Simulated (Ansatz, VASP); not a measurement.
Two plane-wave programs on Au

INCAR

```
ALGO = Fast
EDIFF = 1E-6
ENCUT = 520
GGA = PS
ISIF = 2
ISMEAR = 0
LASPH = True
LCHARG = False
LREAL = False
LWAVE = False
NBANDS = 18
NELM = 100
PREC = Accurate
SIGMA = 0.15
```

File KPOINTS:

```
k-points
0
Gamma
  18 18 10
```

POSCAR

```
Au
1.0
    2.8999984104      0.0000000000      0.0000000000
   -1.4499992052      2.5114722944      0.0000000000
    0.0000000000      0.0000000000      4.8800000000
Au
2
Direct
    0.1781608345      0.6666666667      0.7500000000
    0.6666666667      0.3333333333      0.2500000000
```

Input for Ansatz:

```yaml
crystal:
  lattice:
    - [2.8999984104, 0.0, 0.0]
    - [-1.4499992052, 2.5114722944, 0.0]
    - [0.0, 0.0, 4.88]
  atoms:
    - { symbol: Au, position: [0.1781608345, 0.6666666667, 0.75] }
    - { symbol: Au, position: [0.6666666667, 0.3333333333, 0.25] }
basis:
  ecutwfc: 420
kpoints:
  mp_grid: { grid: [18, 18, 10] }
hamiltonian:
  xc: pbesol
scf:
  occupations: { method: gaussian, width: 0.15 }
output:
  forces: true
  stress: true
  eigenvalues: true
```

Alike in both runs: task single point; functional PBEsol; k mesh 18 × 18 × 10; occupations gaussian, width 0.15 eV; no spin polarisation.

```csv
,VASP,Ansatz
version,VASP 6.6.1,Ansatz 0.2.0
potentials or method,"VASP PAW PBE potentials, release 64 (Au), cutoff 520 eV","scalar-relativistic, plane waves, PAW"
valence electrons in the cell,22,38
```

```tsv
	VASP	Ansatz	Ansatz less VASP
gap on the k mesh at the Fermi level (eV)	none	none	-
pressure (GPa)	-5.1	-4.9	+0.22
traceless stress, the component that is largest in VASP (GPa)	2.61	2.64	+0.026
rms of the force components (eV/Å)	0.175	0.175	+0.0002
```

VASP's potentials were made for PBE, not for PBEsol. Atom by atom the forces differ by 0.000 eV/Å (rms over components). A gap of «none» marks a metal or a gap that the smearing closes. The functional is the same, so the differences come from potentials, cutoffs and numerics. VASP's potentials hold 22 valence electrons a cell and Ansatz's 38, so a difference there can come from the potentials and not from the codes.

Neither program's run includes spin-orbit coupling.
